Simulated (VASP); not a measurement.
Crystal: Ni.

```
Ni
1.0
     0.00000    1.73241    1.73241
     1.73241    0.00000    1.73241
     1.73241    1.73241    0.00000
Ni
1
Direct
  0.00000 0.00000 0.00000
```

Base run:

```yaml
Program: VASP 6.6.1
Functional: PBE
Potentials_or_basis: VASP PAW PBE potentials, release 64 (Ni)
Cutoff: 520 eV
k_mesh: 13 × 13 × 13
Occupations: fermi-dirac, width 0.05 eV
Spin: collinear spin, ferromagnetic start
Starting_moments: "[0.7] μB"
```

Its results: pressure 10.1 GPa; net moment 0.62 μB per cell; site moments Ni +0.63 μB.

Problem. The run is repeated on the same cell with these changes: functional from PBE to r2SCAN. What comes out?

Solution. Pressure 2.4 GPa; net moment 0.67 μB per cell; site moments Ni +0.68 μB.

Caveats: the PAW data sets were made with another functional, which shifts forces and pressure a little (some runs).
